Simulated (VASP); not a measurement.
# P (Im-3m) in VASP: notebook, part 2 of 2

VASP 6.6.1. Earlier steps stand in the parts before.

### Step 4. Single point, PBEsol+D4

This run uses another cell than the first one, of 6.30 Å³/atom.

The input, INCAR:

```
SYSTEM = P
ALGO     = Normal         ! electronic algorithm
EDIFF    = 1E-6           ! SCF threshold, eV
ENCUT    = 500            ! plane-wave cutoff, eV
GGA      = PS             ! functional
GGA_COMPAT= .False.      
ISIF     = 2              ! what is computed and relaxed
ISMEAR   = 0              ! smearing method
IVDW     = 13             ! dispersion correction
LASPH    = .True.         ! aspherical terms in the spheres
LCHARG   = .False.        ! write CHGCAR
LREAL    = .False.        ! projectors in reciprocal space
LWAVE    = .False.        ! write WAVECAR
NBANDS   = 8              ! bands
NELM     = 120            ! most SCF steps
PREC     = Accurate       ! precision mode
SIGMA    = 0.1            ! smearing width, eV
```

The input, KPOINTS:

```
k-points
0
Gamma
  24 24 24
  0 0 0
```

The input, POSCAR:

```
P
1.0
   -1.1636578250      1.1636578250      1.1636578250
    1.1636578250     -1.1636578250      1.1636578250
    1.1636578250      1.1636578250     -1.1636578250
P
1
Direct
    0.0000000000      0.0000000000      0.0000000000
```

Potentials or basis: VASP PAW PBE potentials, release 64 (P).

Command:

```
$ cat potpaw_PBE.64/P/POTCAR > POTCAR
$ mpirun -np 1 vasp_std > vasp.out
```

OUTCAR:

```text
SYSTEM = P
   EDIFF = 1E-6
   ENCUT = 500
   GGA = PS
   ISIF = 2
   ISMEAR = 0
   IVDW = 13
   LASPH = .True.
   LREAL = .False.
   NELM = 120
   PREC = Accurate

 ion  position               nearest neighbor table
   1  0.000  0.000  0.000-

  LATTYP: Found a body centered cubic cell.
 ALAT       =     2.3273156500

  Lattice vectors:

 A1 = (  -1.1636578250,   1.1636578250,   1.1636578250)
 A2 = (   1.1636578250,  -1.1636578250,   1.1636578250)
 A3 = (   1.1636578250,   1.1636578250,  -1.1636578250)

Analysis of symmetry for initial positions (statically):
=====================================================================
 Subroutine PRICEL returns:
 Original cell was already a primitive cell.

 Routine SETGRP: Setting up the symmetry group for a
 body centered cubic supercell.

 Subroutine GETGRP returns: Found 48 space group operations
 (whereof 48 operations were pure point group operations)
 out of a pool of 48 trial point group operations.

The static configuration has the point symmetry O_h .

Analysis of symmetry for dynamics (positions and initial velocities):
=====================================================================
 Subroutine PRICEL returns:
 Original cell was already a primitive cell.

 Routine SETGRP: Setting up the symmetry group for a
 body centered cubic supercell.

 Subroutine GETGRP returns: Found 48 space group operations
 (whereof 48 operations were pure point group operations)
 out of a pool of 48 trial point group operations.

The dynamic configuration has the point symmetry O_h .

 Subroutine INISYM returns: Found 48 space group operations
 (whereof 48 operations are pure point group operations),
 and found     1 'primitive' translations

----------------------------------------------------------------------------------------

                                     Primitive cell
[... 109 lines left out ...]
     AMIX_MAG =   1.60;   BMIX_MAG =  1.00
  volume/ion in A,a.u.               =       6.30        42.53
  Fermi-wavevector in a.u.,A,eV,Ry     =   1.515489  2.863860 31.248607  2.296708
  Thomas-Fermi vector in A             =   2.625006
   LORBIT       =      0    0 simple, 1 ext, 2 COOP (PROOUT), +10 PAW based schemes
   GGA     = PS    functional components
   LHFCALC =     F    Hartree Fock is set to
   AEXX    =    0.0000 exact exchange contribution
   IVDW    =    13    specifies the selected vdW correction
   LEPSILON=     F    determine dielectric tensor
   LRPA    =     F    only Hartree local field effects (RPA)
 non-spin polarized calculation
 Gauss-broadening in eV      SIGMA  =   0.10
  energy-cutoff  :      500.00
  volume of cell :        6.30
 maximum number of plane-waves:       177
   NGX =  7   NGY =  7   NGZ =  7

 number of electron       5.0000001 magnetization

 Free energy of the ion-electron system (eV)
  ---------------------------------------------------
  ext. energy  EPLUGINS =         0.00000000
  ---------------------------------------------------
  free energy    TOTEN  =        -0.37722904 eV

  energy without entropy =       -0.37612342  energy(sigma->0) =       -0.37667623

 E-fermi :  26.0269     XC(G=0): -15.4383

 val. band max:       25.9980549371   @ k =   0.2083   0.0417   0.0417
 cond. band min:      26.0304379585   @ k =   0.2083   0.2083   0.1250
 fundamental gap:      0.0323830214
 Fermi energy:        26.0269420909

 k-point     1 :       0.0000    0.0000    0.0000
  band No.  band energies     occupation
      1      -1.8993      2.00000
      2      40.9618      0.00000
      3      40.9618      0.00000
      4      40.9618      0.00000
      5      46.2290      0.00000
      6      46.2290      0.00000
      7      46.2290      0.00000
      8      47.5095      0.00000
[... 243 lines left out ...]
 k-point    24 :       0.4583    0.0417    0.0000
  band No.  band energies     occupation
      1       9.4725      2.00000
      2      12.3718      2.00000
      3      30.8889      0.00000
      4      33.4970      0.00000
      5      37.4395      0.00000
      6      40.8703      0.00000
      7      54.7762      0.00000
      8      58.2829      0.00000

 [... further k-points ...]

------------------------ aborting loop because EDIFF is reached ----------------------------------------

  DFT-D4 for vdW energy calculation

  Edisp (eV):   -0.58179

  FORCE on cell =-STRESS in cart. coord.  units (eV):
  Direction    XX          YY          ZZ          XY          YZ          ZX
  --------------------------------------------------------------------------------------
  -------------------------------------------------------------------------------------
  Total      15.64688    15.64688    15.64688     0.00000    -0.00000    -0.00000
  in kB    3977.42937  3977.42937  3977.42937     0.00000    -0.00000    -0.00000
  external pressure =     3977.43 kB  Pullay stress =        0.00 kB

 VOLUME and BASIS-vectors are now :
 -----------------------------------------------------------------------------
  energy-cutoff  :      500.00
  volume of cell :        6.30
      direct lattice vectors                 reciprocal lattice vectors
    -1.163657825  1.163657825  1.163657825     0.000000000  0.429679575  0.429679575
     1.163657825 -1.163657825  1.163657825     0.429679575  0.000000000  0.429679575
     1.163657825  1.163657825 -1.163657825     0.429679575  0.429679575  0.000000000

 POSITION                                       TOTAL-FORCE (eV/Angst)
 -----------------------------------------------------------------------------------
      0.00000      0.00000      0.00000         0.000000      0.000000      0.000000
 -----------------------------------------------------------------------------------
    total drift:                                0.000000      0.000000      0.000000

  FREE ENERGIE OF THE ION-ELECTRON SYSTEM (eV)
  ---------------------------------------------------
  free  energy   TOTEN  =        -0.9590225167 eV

  energy  without entropy=       -0.9579169003  energy(sigma->0) =       -0.95846971
```

OSZICAR:

```text
N       E                     dE             d eps       ncg     rms          rms(c)
DAV:   1     0.235216125387E+01    0.23522E+01   -0.27054E+03  8392   0.479E+02
DAV:   2    -0.446607280117E+00   -0.27988E+01   -0.26675E+01  9576   0.422E+01
DAV:   3    -0.454574049177E+00   -0.79668E-02   -0.79437E-02  7312   0.221E+00
DAV:   4    -0.454575745360E+00   -0.16962E-05   -0.16971E-05 10328   0.308E-02
DAV:   5    -0.454575744840E+00    0.51946E-09   -0.90072E-10  7336   0.121E-04    0.187E+01
DAV:   6    -0.405266026573E+00    0.49310E-01   -0.37106E-03  6984   0.445E-01    0.108E+01
DAV:   7    -0.377296526490E+00    0.27970E-01   -0.77396E-03  7392   0.642E-01    0.137E-01
DAV:   8    -0.377232478491E+00    0.64048E-04   -0.11506E-05  8760   0.282E-02    0.601E-02
DAV:   9    -0.377229176559E+00    0.33019E-05   -0.18575E-06  7832   0.994E-03    0.259E-03
DAV:  10    -0.377229040073E+00    0.13649E-06   -0.73314E-09  3992   0.767E-04
   1 F= -.95902252E+00 E0= -.95846971E+00  d E =-.110562E-02
```

Wall time 5.5 s (1 thread of Intel Xeon 6975P-C (Granite Rapids), shared host); peak memory 0.12 GiB.

Results:

```
Free energy                : -0.9590 eV
Pressure                   : 397.7 GPa
Band gap on the k mesh     : zero (an odd number of electrons rules out a gap without spin polarisation)
Dispersion energy per atom : -0.582 eV
```

Caveat: the cell stands under pressure; the PAW data sets were made with another functional, which shifts forces and pressure a little.

### Step 5. Single point, PBEsol+D4

This run uses another cell than the first one, of 6.30 Å³/atom.

The input, INCAR:

```
PREC = Accurate
ENCUT = 500
EDIFF = 1E-6
ISMEAR = 0
SIGMA = 0.1
LREAL = False
LASPH = True
NELM = 120
ALGO = Normal
ISIF = 2
LWAVE = False
LCHARG = False
GGA = PS
IVDW = 13
NBANDS = 8
GGA_COMPAT = False
```

The input, KPOINTS:

```
regular mesh
0
Gamma
  24 24 24
```

POSCAR is that of step 4.

Command:

```
$ cat potpaw_PBE.64/P/POTCAR > POTCAR
$ mpirun -np 1 vasp_std > vasp.out
```

Run time: 5.5 s. Hardware: 1 thread of Intel Xeon 6975P-C (Granite Rapids), shared host; peak memory 0.12 GiB.

It converged, with:

| Quantity | Value |
| --- | --- |
| Free energy | -0.9590 eV |
| Pressure | 397.7 GPa |
| Band gap on the k mesh | zero (an odd number of electrons rules out a gap without spin polarisation) |
| Dispersion energy per atom | -0.582 eV |

Levels at points of the mesh, in eV from the Fermi level:
```tsv
k point	band 1	band 2	band 3	band 4	band 5	band 6	band 7
(0.00, 0.00, 0.00)	-27.93	14.93	14.93	14.93	20.20	20.20	20.20
(0.50, 0.00, 0.00)	-16.21	-14.16	5.94	7.45	10.86	14.09	29.26
(0.50, 0.50, 0.50)	-4.54	-4.54	-4.54	-3.45	-3.45	6.74	37.91
```

Caveat: the cell stands under pressure; the PAW data sets were made with another functional, which shifts forces and pressure a little.

### Step 6. Overview

| cell | k mesh | gap on the mesh (eV) | pressure (GPa) |
| --- | --- | --- | --- |
| a = 2.149 Å, angles 109.5°, 1 atom | 8 × 8 × 8 | none | 199.8 |
| a = 2.792 Å, angles 109.5°, 1 atom | 8 × 8 × 8 | none | -17.7 |
| a = 2.016 Å, angles 109.5°, 1 atom | 24 × 24 × 24 | none | 397.7 |

Alike in all rows: task single point; level PBEsol+D4; potentials or basis VASP PAW PBE potentials, release 64 (P); no spin polarisation; cutoff (eV) 500; smearing gaussian 0.1 eV.

Caveats: some runs use coarse meshes; the PAW data sets were made with another functional, which shifts forces and pressure a little; the cell stands under tension (at least some runs); the cell stands under pressure (at least some runs).

Total energies depend on the potentials used, so only differences within one code and one set of settings carry meaning.
